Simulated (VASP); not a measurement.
**HfSiO4: relaxation of cell and atoms with PBE**

The system is HfSiO4.

```xyz
12
Lattice="-3.2610 3.3847 3.0698 3.2365 -3.2781 2.9248 3.2716 3.2887 -2.9519" Properties=species:S:1:pos:R:3 pbc="T T T"
Hf   -0.0440    3.3110    1.4543
Hf   -0.0067    0.1154   -0.0957
Si    3.2412   -0.0086    1.6611
Si    0.1208    0.0730    3.0159
O     3.0688    2.0420   -1.0334
O     4.4175    0.0691    0.3235
O     0.0561    1.2410    1.9062
O     2.0543    0.0484    0.6281
O     3.2545    1.3062    2.6559
O     1.1597    0.1223    3.9615
O     3.2217   -1.1922    2.3964
O     2.1765    3.2394    1.1914
```

```json
{
  "Program": "VASP 6.6.1",
  "Task": "relaxation of cell and atoms",
  "Functional": "PBE",
  "Potentials or basis": "VASP PAW PBE potentials, release 64 (Hf_pv, Si, O)",
  "Cutoff": "600 eV",
  "k mesh": "4 × 4 × 4",
  "Occupations": "gaussian, width 0.1 eV",
  "Spin": "no spin polarisation",
  "Dipole correction": "no",
  "Further INCAR settings": "ALGO = Normal; EDIFF = 1e-06; IBRION = 2; EDIFFG = -0.025; NSW = 80; ISIF = 3"
}
```

```json
{"Relaxed volume": "10.96 Å³/atom", "Relaxed cell": "a = 5.559 Å, b = 5.560 Å, c = 5.561 Å, α = 106.95°, β = 106.96°, γ = 114.63°", "Space group after relaxing (to 0.1 Å)": "I4_1/amd (No. 141)", "Pressure after relaxing": "0.0 GPa", "Largest force after relaxing": "0.020 eV/Å", "Band gap on the k mesh": "5.35 eV (least direct gap 5.70 eV)"}
```

Forces on the atoms (eV/Å):
```
Hf   0.003  0.002 -0.005
Hf   0.004  0.003 -0.003
Si  -0.009 -0.001 -0.004
Si  -0.004  0.018 -0.007
O   -0.003 -0.010 -0.007
O    0.000 -0.005  0.000
O    0.005 -0.005  0.009
O    0.008 -0.003 -0.005
O    0.004  0.002  0.002
O    0.004  0.005  0.005
O   -0.007  0.002  0.006
O   -0.004 -0.008  0.009
```

Final structure:
```cif
data_structure
_symmetry_space_group_name_H-M 'P 1'
_symmetry_Int_Tables_number 1
_cell_length_a 5.5595
_cell_length_b 5.5595
_cell_length_c 5.5612
_cell_angle_alpha 106.947
_cell_angle_beta 106.962
_cell_angle_gamma 114.631
_cell_volume 131.51
loop_
_atom_site_label
_atom_site_type_symbol
_atom_site_fract_x
_atom_site_fract_y
_atom_site_fract_z
_atom_site_occupancy
Hf1 Hf 0.74999 0.25002 0.49993 1
Hf2 Hf 0.00003 0.00002 0.99996 1
Si1 Si 0.25003 0.75008 0.50009 1
Si2 Si 0.49996 0.50004 0.99993 1
O1 O 0.13365 0.31828 0.81514 1
O2 O 0.06859 0.75301 0.68499 1
O3 O 0.50308 0.31831 0.18470 1
O4 O 0.06846 0.38370 0.31511 1
O5 O 0.61641 0.93135 0.68442 1
O6 O 0.68118 0.86635 0.18438 1
O7 O 0.24670 0.93203 0.31571 1
O8 O 0.68194 0.49681 0.81563 1
```

Levels at points of the mesh, in eV from the valence-band top:
```tsv
k point	band 34	band 35	band 36	band 37	band 38	band 39	band 40	band 41	band 42	band 43
(0.00, 0.00, 0.00)	-0.68	-0.58	-0.58	-0.53	0.00	5.70	6.01	6.01	6.12	6.12
(0.50, 0.00, 0.00)	-1.11	-0.94	-0.80	-0.25	-0.21	5.59	5.74	6.47	6.64	6.75
(0.00, 0.50, 0.00)	-1.11	-0.94	-0.80	-0.25	-0.21	5.59	5.74	6.47	6.64	6.75
(0.50, 0.50, 0.00)	-0.98	-0.90	-0.90	-0.59	-0.59	5.35	5.35	6.43	6.43	6.43
(0.00, 0.00, 0.50)	-0.98	-0.90	-0.90	-0.59	-0.59	5.35	5.35	6.43	6.43	6.43
(0.50, 0.00, 0.50)	-1.11	-0.94	-0.80	-0.25	-0.21	5.59	5.74	6.47	6.64	6.74
(0.00, 0.50, 0.50)	-1.11	-0.94	-0.80	-0.25	-0.21	5.59	5.74	6.47	6.64	6.75
(0.50, 0.50, 0.50)	-1.29	-1.08	-1.08	-0.88	-0.88	6.17	6.17	6.46	6.46	6.62
```

Run time: 63 min on 1 thread of Intel(R) Xeon(R) 6975P-C (Granite Rapids), on a shared host, peak memory 0.5 GiB.

Caveat: spin-orbit coupling is left out, which moves the levels of the heavy elements. A k mesh can miss the band edges.
